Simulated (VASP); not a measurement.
Runs of VASP 6.6.1 on BN. The structure is that of space group P6_3mc (No. 186), or close to it. The cells are those of the table. 

```csv
task,cell,gap on the mesh (eV),pressure (GPa)
single point,"a = 2.515, b = 2.515, c = 4.161 Å, angles 90.0, 90.0, 120.0°, 4 atoms",5.11,12.6
single point,"a = 2.492, b = 2.492, c = 4.123 Å, angles 90.0, 90.0, 120.0°, 4 atoms",5.05,25.2
relaxation of cell and atoms,"relaxed to 25 GPa from a = 2.503, b = 2.503, c = 4.142 Å, angles 90.0, 90.0, 120.0°, 4 atoms",5.05,25.0
single point,"a = 2.542, b = 2.542, c = 4.204 Å, angles 90.0, 90.0, 120.0°, 4 atoms",5.18,(c)
single point,"a = 2.503, b = 2.503, c = 4.142 Å, angles 90.0, 90.0, 120.0°, 4 atoms",5.08,(b)
single point,"a = 2.535, b = 2.535, c = 4.193 Å, angles 90.0, 90.0, 120.0°, 4 atoms",(a),3.0
```

Alike in all rows: level PBE+D3(BJ); potentials or basis VASP PAW PBE potentials, release 64 (B, N); no spin polarisation; k mesh 24 × 24 × 12; cutoff (eV) 600; smearing gaussian 0.02 eV.

**Question.** Estimate the missing entries.

**Answer.** (a) 5.16; (b) 18.9; (c) 0.0.

Caveats: the cell stands under pressure (at least some runs); the cell is relaxed towards a set pressure, so the run minimises the enthalpy, not the energy (at least some runs).

A k mesh can miss the band edges.
